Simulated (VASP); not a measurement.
# Ba: single point with PBE

Crystal: Ba.

```xyz
2
Lattice="4.3103 0.0000 0.0000 -2.1552 3.7328 0.0000 0.0000 0.0000 6.9077" Properties=species:S:1:pos:R:3 pbc="T T T"
Ba    0.0000    2.4886    1.7269
Ba    2.1552    1.2443    5.1808
```

This isn't the form of Ba at room conditions, which is bcc.

```
Program             : VASP 6.6.1
Task                : single point
Functional          : PBE
Potentials or basis : VASP PAW PBE potentials, release 64 (Ba_sv)
Cutoff              : 520 eV
k mesh              : 6 × 6 × 4
Occupations         : gaussian, width 0.1 eV
Spin                : no spin polarisation
```

- Pressure: 1.4 GPa
- Band gap on the k mesh: zero (bands 10 and 11 overlap by 0.46 eV)

Stress tensor (GPa, compression positive):
```
1.21 0.00 0.00
0.00 1.21 0.00
0.00 0.00 1.78
```

Levels at points of the mesh, in eV from the Fermi level:
```tsv
k point	band 8	band 9	band 10	band 11	band 12	band 13
(0.00, 0.00, 0.00)	-13.57	-2.82	-1.01	1.56	1.84	1.84
(0.50, 0.00, 0.00)	-13.65	-0.70	-0.56	-0.28	0.83	1.64
(0.00, 0.00, 0.50)	-13.62	-1.73	-1.73	1.16	1.16	1.81
(0.50, 0.00, 0.50)	-13.74	-0.85	-0.85	0.46	0.46	1.91
```

It took 16 s on 1 thread of Intel(R) Xeon(R) 6975P-C (Granite Rapids) (shared host), peak memory 0.22 GiB.

Caveat: spin-orbit coupling is left out, which moves the levels of the heavy elements.
